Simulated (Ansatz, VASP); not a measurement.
## One calculation of NaCl, two programs

File POSCAR:

```
NaCl
1.0
    4.7678213750      0.0000000000      0.0000000000
   -2.3839106875      4.1290544314      0.0000000000
    0.0000000000      0.0000000000      5.6246293713
Na Cl
2 2
Direct
    0.3333333333      0.6666666667     -0.0624973391
    0.6666666667      0.3333333333      0.4375026609
    0.3333333333      0.6666666667      0.4374973391
    0.6666666667      0.3333333333      0.9374973391
```

The input INCAR.step1:

```
PREC = Accurate ; ENCUT = 520
ISMEAR = 0 ; SIGMA = 0.01
LREAL = False ; LASPH = True
NELM = 100 ; NBANDS = 22
GGA = PE ; ALGO = Normal
EDIFF = 1E-4 ; LWAVE = True
LCHARG = False
```

INCAR.step2

```
PREC = Accurate ; ENCUT = 520
EDIFF = 1E-7 ; ISMEAR = 0
SIGMA = 0.01 ; LREAL = False
LASPH = True ; NELM = 100
ALGO = Normal ; ISIF = 2
LWAVE = False ; LCHARG = False
METAGGA = R2SCAN ; LMIXTAU = True
NBANDS = 22 ; ISTART = 1
```

The input KPOINTS:

```
Automatic mesh
0
Gamma
  6 6 4
```

Input for Ansatz:

```yaml
crystal:
  lattice:
    - [4.767821375, 0.0, 0.0]
    - [-2.3839106875, 4.1290544314, 0.0]
    - [0.0, 0.0, 5.6246293713]
  atoms:
    - { symbol: Na, position: [0.3333333333, 0.6666666667, -0.0624973391] }
    - { symbol: Na, position: [0.6666666667, 0.3333333333, 0.4375026609] }
    - { symbol: Cl, position: [0.3333333333, 0.6666666667, 0.4374973391] }
    - { symbol: Cl, position: [0.6666666667, 0.3333333333, 0.9374973391] }
kpoints:
  mp_grid: { grid: [6, 6, 4] }
hamiltonian:
  xc: r2scan
scf:
  occupations: { method: fixed }
  n_extra_bands: 5
output:
  forces: true
  stress: true
  eigenvalues: true
```

Alike in both runs: task single point; functional r2SCAN; k mesh 6 × 6 × 4; no spin polarisation.

|  | VASP | Ansatz |
| --- | --- | --- |
| version | VASP 6.6.1 | Ansatz 0.2.0 |
| potentials or method | VASP PAW PBE potentials, release 64 (Na_pv, Cl) | plane waves, PAW |
| plane-wave cutoff (eV) | 520 | 500 |
| occupations | gaussian, width 0.01 eV | fixed |
| valence electrons in the cell | 28 | 32 |

Ansatz gave:

```
gap on the k mesh at the Fermi level (eV)                     : 5.40
pressure (GPa)                                                : -0.6
traceless stress, the component that is largest in VASP (GPa) : -0.05
```

Which values does VASP return?

gap on the k mesh at the Fermi level (eV): 5.41; pressure (GPa): -0.8; traceless stress, the component that is largest in VASP (GPa): -0.07.

VASP's potentials were made for PBE, not for r2SCAN. VASP's potentials hold 28 valence electrons a cell and Ansatz's 32, so a difference there can come from the potentials and not from the codes. Ansatz's warnings: structure snapped to symmetry.
